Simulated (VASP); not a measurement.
Input of a VASP 6.6.1 run:

Contents of INCAR:

```
SYSTEM = Be4Se3
PREC     = Accurate       ! precision mode
ENCUT    = 520            ! plane-wave cutoff, eV
EDIFF    = 1E-6           ! SCF threshold, eV
ISMEAR   = 0              ! smearing method
SIGMA    = 0.1            ! smearing width, eV
LREAL    = .False.        ! projectors in reciprocal space
LASPH    = .True.         ! aspherical terms in the spheres
NELM     = 100            ! most SCF steps
ALGO     = Normal         ! electronic algorithm
ISIF     = 2              ! what is computed and relaxed
LWAVE    = .False.        ! write WAVECAR
LCHARG   = .True.         ! write CHGCAR
GGA      = PE             ! functional
LELF     = .True.         ! ELF
LVHAR    = .True.       
NBANDS   = 22             ! bands
```

File KPOINTS:

```
regular mesh
0
Gamma
  8 8 8
  0 0 0
```

Contents of POSCAR:

```
Be4Se3
1.0
    0.0000000000      3.8830082220      3.8830082220
    3.8830082220      0.0000000000      3.8830082220
    3.8830082220      3.8830082220      0.0000000000
Be Se
4 3
Direct
    0.9034787444      0.2895637667      0.9034787444
    0.9034787444      0.9034787444      0.9034787444
    0.2895637667      0.9034787444      0.9034787444
    0.9034787444      0.9034787444      0.2895637667
    0.7500000000      0.7500000000      0.7500000000
    0.2500000000      0.2500000000      0.2500000000
    0.5000000000      0.5000000000      0.5000000000
```

Potentials or basis: VASP PAW PBE potentials, release 64 (Be, Se).

The run is started by

```sh
$ cat potpaw_PBE.64/Be/POTCAR potpaw_PBE.64/Se/POTCAR > POTCAR
$ mpirun -np 1 vasp_std > vasp.out
```

(1) Estimate the largest force.

(2) What does it give for the pressure?

(3) Estimate the band gap on the k mesh.

## Answers

(1) 0.013 eV/Å.

(2) 0.1 GPa.

(3) zero (band 13 reaches 4.02 eV, above the bottom of band 14 at 3.90 eV).
